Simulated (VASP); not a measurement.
Write the native input for VASP 6.6.1 that does the following.

* Task: single point
* Functional: PBE
* Potentials or basis: VASP PAW PBE potentials, release 64 (C)
* Cutoff: 520 eV
* k mesh: 12 × 12 × 12
* Occupations: gaussian, width 0.05 eV
* Spin: no spin polarisation
* Dipole correction: no
* Further INCAR settings: ALGO = Normal; EDIFF = 1e-07; NBANDS = 11

The structure of C lies in POSCAR:

```
C
1.0
    0.0000000000      1.8139857022      1.8139857022
    1.8139857022      0.0000000000      1.8139857022
    1.8139857022      1.8139857022      0.0000000000
C
2
Direct
    0.5000000000      0.5000000000      0.5000000000
    0.7500000000      0.7500000000      0.7500000000
```

This cell differs from its parent crystal: volume 5.969 Å^3 an atom, c/a of the conventional cell 1.0000.

One way to write it, as run:

INCAR

```
SYSTEM = C
PREC     = Accurate       ! precision mode
ENCUT    = 520            ! plane-wave cutoff, eV
EDIFF    = 1E-7           ! SCF threshold, eV
ISMEAR   = 0              ! smearing method
SIGMA    = 0.05           ! smearing width, eV
LREAL    = .FALSE.        ! projectors in reciprocal space
LASPH    = .TRUE.         ! aspherical terms in the spheres
NELM     = 100            ! most SCF steps
ALGO     = Normal         ! electronic algorithm
ISIF     = 2              ! what is computed and relaxed
LWAVE    = .FALSE.        ! write WAVECAR
LCHARG   = .FALSE.        ! write CHGCAR
GGA      = PE             ! functional
NBANDS   = 11             ! bands
```

KPOINTS

```
regular mesh
0
G
  12 12 12
  0 0 0
```

Potentials or basis: VASP PAW PBE potentials, release 64 (C).

Run with:

```console
$ cat potpaw_PBE.64/C/POTCAR > POTCAR
$ mpirun -np 1 vasp_std > vasp.out
```

It gave:

| Property | Result |
| --- | --- |
| Pressure | -18.2 GPa |
| Band gap on the k mesh | 4.04 eV, indirect (least direct gap 5.45 eV) |

It took 5.9 s on 1 thread of AMD EPYC 7R13 Processor (Zen 3) (shared host), peak memory 0.09 GiB.
